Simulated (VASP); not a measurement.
# Nb in VASP: notebook

Nb is run at these levels: PBE; tasks: single point.

Program: VASP 6.6.1. These are calculated values, not measurements. Logs are shortened: lines on timing, memory, paths and dates and some standing lists are left out, and cuts for length are marked.

### 1 The cell of the first run

The cell holds a slab with vacuum, 14 atoms: a = 4.683 Å, b = 4.683 Å, c = 27.426 Å, α = 90.00°, β = 90.00°, γ = 120.00°.

### 2 Single point, PBE

INCAR reads:

```
SYSTEM = Nb
PREC     = Accurate       ! precision mode
ENCUT    = 520            ! plane-wave cutoff, eV
EDIFF    = 1E-6           ! SCF threshold, eV
ISMEAR   = 0              ! smearing method
SIGMA    = 0.1            ! smearing width, eV
LREAL    = .FALSE.        ! projectors in reciprocal space
LASPH    = .TRUE.         ! aspherical terms in the spheres
NELM     = 100            ! most SCF steps
ALGO     = Normal         ! electronic algorithm
ISIF     = 2              ! what is computed and relaxed
LWAVE    = .FALSE.        ! write WAVECAR
LCHARG   = .TRUE.         ! write CHGCAR
LDIPOL   = .TRUE.       
IDIPOL   = 3            
DIPOL    = 0.5 0.5 0.500
GGA      = PE             ! functional
LELF     = .TRUE.         ! ELF
LVHAR    = .TRUE.       
LVACPOTAV= .TRUE.       
NBANDS   = 104            ! bands
```

KPOINTS reads:

```
Automatic mesh
0
G
  9 9 1
  0 0 0
```

POSCAR reads:

```
Nb
1.0
    4.6826251553      0.0000000000      0.0000000000
   -2.3413125777      4.0552723409      0.0000000000
    0.0000000000      0.0000000000     27.4258791445
Nb
14
Direct
    0.6666666667      0.3333333333      0.2734643422
    0.3333333333      0.6666666667      0.3083159819
    0.0000000000      0.0000000000      0.3431676215
    0.6666666667      0.3333333333      0.3780192612
    0.3333333333      0.6666666667      0.4128709009
    0.0000000000      0.0000000000      0.4477225405
    0.6666666667      0.3333333333      0.4825741802
    0.3333333333      0.6666666667      0.5174258198
    0.0000000000      0.0000000000      0.5522774595
    0.6666666667      0.3333333333      0.5871290991
    0.3333333333      0.6666666667      0.6219807388
    0.0000000000      0.0000000000      0.6568323785
    0.6666666667      0.3333333333      0.6916840181
    0.3333333333      0.6666666667      0.7265356578
```

Potentials or basis: VASP PAW PBE potentials, release 64 (Nb_sv).

Run with:

```sh
> cat potpaw_PBE.64/Nb_sv/POTCAR > POTCAR
> mpirun -np 1 vasp_std > vasp.out
```

OUTCAR:

```text
SYSTEM = Nb
   PREC = Accurate
   ENCUT = 520
   EDIFF = 1E-6
   ISMEAR = 0
   LREAL = .FALSE.
   LASPH = .TRUE.
   NELM = 100
   ISIF = 2
   GGA = PE

 ion  position               nearest neighbor table
   1  0.667  0.333  0.273-   2 2.87   2 2.87   4 2.87   2 2.87
   2  0.333  0.667  0.308-   3 2.87   3 2.87   3 2.87   1 2.87   1 2.87   5 2.87   1 2.87
   3  0.000  0.000  0.343-   2 2.87   2 2.87   2 2.87   4 2.87   4 2.87   4 2.87   6 2.87
   4  0.667  0.333  0.378-   5 2.87   5 2.87   3 2.87   3 2.87   3 2.87   7 2.87   1 2.87   5 2.87

   5  0.333  0.667  0.413-   8 2.87   6 2.87   6 2.87   6 2.87   4 2.87   4 2.87   2 2.87   4 2.87
[... 11 lines left out ...]
  11  0.333  0.667  0.622-  10 2.87  10 2.87  12 2.87  12 2.87  12 2.87   8 2.87  14 2.87  10 2.87

  12  0.000  0.000  0.657-  13 2.87  13 2.87  13 2.87  11 2.87  11 2.87  11 2.87   9 2.87
  13  0.667  0.333  0.692-  12 2.87  12 2.87  12 2.87  14 2.87  14 2.87  10 2.87  14 2.87
  14  0.333  0.667  0.727-  13 2.87  13 2.87  11 2.87  13 2.87

  LATTYP: Found a hexagonal cell.
 ALAT       =     4.6826251553
 C/A-ratio  =     5.8569452465

  Lattice vectors:

 A1 = (   4.6826251553,   0.0000000000,   0.0000000000)
 A2 = (  -2.3413125777,   4.0552723409,   0.0000000000)
 A3 = (   0.0000000000,   0.0000000000,  27.4258791445)

Analysis of symmetry for initial positions (statically):
=====================================================================
 Subroutine PRICEL returns:
 Original cell was already a primitive cell.

 Routine SETGRP: Setting up the symmetry group for a
 hexagonal supercell.

 Subroutine GETGRP returns: Found 12 space group operations
 (whereof 12 operations were pure point group operations)
 out of a pool of 24 trial point group operations.

The static configuration has the point symmetry D_3d.

Analysis of symmetry for dynamics (positions and initial velocities):
=====================================================================
 Subroutine PRICEL returns:
 Original cell was already a primitive cell.

 Routine SETGRP: Setting up the symmetry group for a
 hexagonal supercell.

 Subroutine GETGRP returns: Found 12 space group operations
 (whereof 12 operations were pure point group operations)
 out of a pool of 24 trial point group operations.

The dynamic configuration has the point symmetry D_3d.

 Subroutine INISYM returns: Found 12 space group operations
 (whereof 12 operations are pure point group operations),
 and found     1 'primitive' translations

----------------------------------------------------------------------------------------

                                     Primitive cell

  volume of cell :     520.7988

  direct lattice vectors                    reciprocal lattice vectors
     4.682625155  0.000000000  0.000000000     0.213555424  0.123296281  0.000000000
    -2.341312578  4.055272341  0.000000000     0.000000000  0.246592563  0.000000000
     0.000000000  0.000000000 27.425879145     0.000000000  0.000000000  0.036461912

  length of vectors
     4.682625155  4.682625155 27.425879145     0.246592563  0.246592563  0.036461912

  position of ions in fractional coordinates (direct lattice)
     0.666666667  0.333333333  0.273464342
     0.333333333  0.666666667  0.308315982
     0.000000000  0.000000000  0.343167622
     0.666666667  0.333333333  0.378019261
     0.333333333  0.666666667  0.412870901
     0.000000000  0.000000000  0.447722541
     0.666666667  0.333333333  0.482574180
     0.333333333  0.666666667  0.517425820
     0.000000000  0.000000000  0.552277459
     0.666666667  0.333333333  0.587129099
     0.333333333  0.666666667  0.621980739
     0.000000000  0.000000000  0.656832378
     0.666666667  0.333333333  0.691684018
     0.333333333  0.666666667  0.726535658

  ion indices of the primitive-cell ions
   primitive index   ion index
                 1           1
                 2           2
                 3           3
                 4           4
                 5           5
                 6           6
                 7           7
                 8           8
                 9           9
                10          10
                11          11
                12          12
                13          13
                14          14

----------------------------------------------------------------------------------------

 KPOINTS: Automatic mesh

Automatic generation of k-mesh.
 Grid dimensions read from file:
 generate k-points for:    9    9    1

 Generating k-lattice:

  Cartesian coordinates                     Fractional coordinates (reciprocal lattice)
     0.023728380  0.013699587  0.000000000     0.111111111  0.000000000  0.000000000
     0.000000000  0.027399174  0.000000000     0.000000000  0.111111111  0.000000000
     0.000000000  0.000000000  0.036461912     0.000000000  0.000000000  1.000000000

  Length of vectors
     0.027399174  0.027399174  0.036461912

  Shift w.r.t. Gamma in fractional coordinates (k-lattice)
     0.000000000  0.000000000  0.000000000

 Subroutine IBZKPT returns following result:
 ===========================================

 Found     12 irreducible k-points:

 Following reciprocal coordinates:
            Coordinates               Weight
  0.000000  0.000000  0.000000      1.000000
  0.111111  0.000000  0.000000      6.000000
  0.222222  0.000000  0.000000      6.000000
  0.333333 -0.000000  0.000000      6.000000
  0.444444  0.000000  0.000000      6.000000
  0.111111  0.111111  0.000000      6.000000
  0.222222  0.111111  0.000000     12.000000
  0.333333  0.111111  0.000000     12.000000
  0.444444  0.111111  0.000000      6.000000
  0.222222  0.222222  0.000000      6.000000
  0.333333  0.222222  0.000000     12.000000
  0.333333  0.333333  0.000000      2.000000
   k-points           NKPTS =     12   k-points in BZ     NKDIM =     12   number of bands    NBANDS=    104
   number of dos      NEDOS =    301   number of ions     NIONS =     14
   total plane-waves  NPLWV = 272160
   dimension x,y,z NGX =    36 NGY =   36 NGZ =  210
   dimension x,y,z NGXF=    72 NGYF=   72 NGZF=  420
   ions per type =              14
   NGX,Y,Z   is equivalent  to a cutoff of  12.78, 12.78, 12.73 a.u.
   NGXF,Y,Z  is equivalent  to a cutoff of  25.56, 25.56, 25.46 a.u.
 SYSTEM =  Nb
   PREC   = accura    normal or accurate (medium, high low for compatibility)
   ISTART =      0    job   : 0-new  1-cont  2-samecut
   ICHARG =      2    charge: 1-file 2-atom 10-const
   ISPIN  =      1    spin polarized calculation?
   LNONCOLLINEAR =      F non collinear calculations
   LSORBIT =      F    spin-orbit coupling
   LASPH  =      T    aspherical Exc in radial PAW
   ENCUT  =  520.0 eV  38.22 Ry    6.18 a.u.   8.71  8.71 50.99*2*pi/ulx,y,z
   NELM   =    100;   NELMIN=  2; NELMDL= -5     # of ELM steps
   EDIFF  = 0.1E-05   stopping-criterion for ELM
   LREAL  =      F    real-space projection
   EDIFFG = 0.1E-04   stopping-criterion for IOM
   NSW    =      0    number of steps for IOM
   IBRION =     -1    ionic relax: 0-MD 1-quasi-New 2-CG
   NFREE  =      0    steps in history (QN), initial steepest desc. (CG)
   ISIF   =      2    stress and relaxation
   ISYM   =      2    0-nonsym 1-usesym 2-fastsym
   POTIM  = 0.5000    time-step for ionic-motion
   TEBEG  =    0.0;   TEEND  =   0.0 temperature during run
   PSTRESS=    0.0 pullay stress
   NELECT =     182.0000    total number of electrons
   NUPDOWN=      -1.0000    fix difference up-down
   EMIN   =  10.00;   EMAX   =-10.00  energy-range for DOS
   EFERMI =   0.00;   METHOD = LEGACY
   ISMEAR =     0;   SIGMA  =   0.10  broadening in eV -4-tet -1-fermi 0-gaus
   EFERMI_NEDOS =   21; number of points for ismear=-14 and -15
   IALGO  =     38    algorithm
   IMIX   =      4    mixing-type and parameters
     AMIX     =   0.40;   BMIX     =  1.00
     AMIX_MAG =   1.60;   BMIX_MAG =  1.00
  volume/ion in A,a.u.               =      37.20       251.04
  Fermi-wavevector in a.u.,A,eV,Ry     =   1.153122  2.179085 18.091539  1.329691
  Thomas-Fermi vector in A             =   2.289768
   LORBIT       =      0    0 simple, 1 ext, 2 COOP (PROOUT), +10 PAW based schemes
   GGA     = PE    functional components
   LHFCALC =     F    Hartree Fock is set to
   AEXX    =    0.0000 exact exchange contribution
   IVDW    =     0    specifies the selected vdW correction
   LEPSILON=     F    determine dielectric tensor
   LRPA    =     F    only Hartree local field effects (RPA)
 non-spin polarized calculation
 Gauss-broadening in eV      SIGMA  =   0.10
  energy-cutoff  :      520.00
  volume of cell :      520.80
 maximum number of plane-waves:     14058
 NGX is ok and might be reduce to    36
   NGX = 17   NGY = 17   NGZ =101

 number of electron     182.0000001 magnetization

 dipolmoment           0.000000      0.000000     -0.000000 electrons x Angstroem

 Free energy of the ion-electron system (eV)
  ---------------------------------------------------
  ext. energy  EPLUGINS =         0.00000000
  ---------------------------------------------------
  free energy    TOTEN  =      -136.72240600 eV

  energy without entropy =     -136.62210786  energy(sigma->0) =     -136.67225693

 E-fermi :   3.7752     XC(G=0):  -6.9591

 val. band max:        3.7637161032   @ k =   0.1111   0.0000   0.0000
 cond. band min:       3.7802963907   @ k =   0.2222   0.1111   0.0000
 fundamental gap:      0.0165802875
 Fermi energy:         3.7752222978

 k-point     1 :       0.0000    0.0000    0.0000
  band No.  band energies     occupation
      1     -51.0215      2.00000
      2     -51.0215      2.00000
      3     -50.7286      2.00000
      4     -50.7262      2.00000
      5     -50.5722      2.00000
      6     -50.4888      2.00000
[... 1261 lines left out ...]
    102       5.1823      0.00000
    103       5.2666      0.00000
 [bands above 103 left out]

------------------------ aborting loop because EDIFF is reached ----------------------------------------

  FORCE on cell =-STRESS in cart. coord.  units (eV):
  Direction    XX          YY          ZZ          XY          YZ          ZX
  --------------------------------------------------------------------------------------
  -------------------------------------------------------------------------------------
  Total      -10.3551940    -10.3551940     -9.6898976      0.0000000      0.0000000      0.0000000
  in kB      -31.8565576    -31.8565576    -29.8098502      0.0000000      0.0000000      0.0000000
  external PRESSURE =     -31.1743218 kB  Pullay stress =       0.0000000 kB

 VOLUME and BASIS-vectors are now :
 -----------------------------------------------------------------------------
  energy-cutoff  :      520.00
  volume of cell :      520.80
      direct lattice vectors                 reciprocal lattice vectors
     4.682625155  0.000000000  0.000000000     0.213555424  0.123296281  0.000000000
    -2.341312578  4.055272341  0.000000000     0.000000000  0.246592563  0.000000000
     0.000000000  0.000000000 27.425879145     0.000000000  0.000000000  0.036461912

 POSITION                                       TOTAL-FORCE (eV/Angst)
 -----------------------------------------------------------------------------------
      2.34131      1.35176      7.50000        -0.000000      0.000000      1.866265
     -0.00000      2.70351      8.45584         0.000000      0.000000      0.139681
      0.00000      0.00000      9.41167         0.000000      0.000000     -1.135811
      2.34131      1.35176     10.36751        -0.000000      0.000000     -0.619110
     -0.00000      2.70351     11.32335        -0.000000      0.000000     -0.388012
      0.00000      0.00000     12.27918         0.000000      0.000000      0.109239
      2.34131      1.35176     13.23502        -0.000000      0.000000      0.320890
     -0.00000      2.70351     14.19086         0.000000     -0.000000     -0.320890
      0.00000      0.00000     15.14669         0.000000     -0.000000     -0.109239
      2.34131      1.35176     16.10253        -0.000000      0.000000      0.388012
     -0.00000      2.70351     17.05837         0.000000     -0.000000      0.619110
      0.00000      0.00000     18.01421         0.000000      0.000000      1.135811
      2.34131      1.35176     18.97004         0.000000     -0.000000     -0.139681
     -0.00000      2.70351     19.92588         0.000000     -0.000000     -1.866265
 -----------------------------------------------------------------------------------
    total drift:                                0.000000      0.000000      0.000000

  FREE ENERGIE OF THE ION-ELECTRON SYSTEM (eV)
  ---------------------------------------------------
  free  energy   TOTEN  =      -136.7224059982 eV

  energy  without entropy=     -136.6221078587  energy(sigma->0) =     -136.67225693

 vacuum level on the upper side and lower side of the slab         7.140         7.140
```

It took 39 min on 1 thread of Intel Xeon Platinum 8259CL at 2.50GHz (Skylake/Cascade Lake), shared host; peak memory 0.8 GiB.

Results:

```yaml
Free_energy: -136.7224 eV
Largest_force: 1.866 eV/Å
Band_gap_on_the_k_mesh: zero (bands 91 and 92 overlap by 0.23 eV)
```

Forces on the atoms (eV/Å):
```
Nb   0.000  0.000  1.866
Nb   0.000  0.000  0.140
Nb   0.000  0.000 -1.136
Nb   0.000  0.000 -0.619
Nb   0.000  0.000 -0.388
Nb   0.000  0.000  0.109
Nb   0.000  0.000  0.321
Nb   0.000  0.000 -0.321
Nb   0.000  0.000 -0.109
Nb   0.000  0.000  0.388
Nb   0.000  0.000  0.619
Nb   0.000  0.000  1.136
Nb   0.000  0.000 -0.140
Nb   0.000  0.000 -1.866
```

(Continued in part 2 of 2.)

The gap in the log of VASP goes by the Fermi energy; the results here count the filled bands.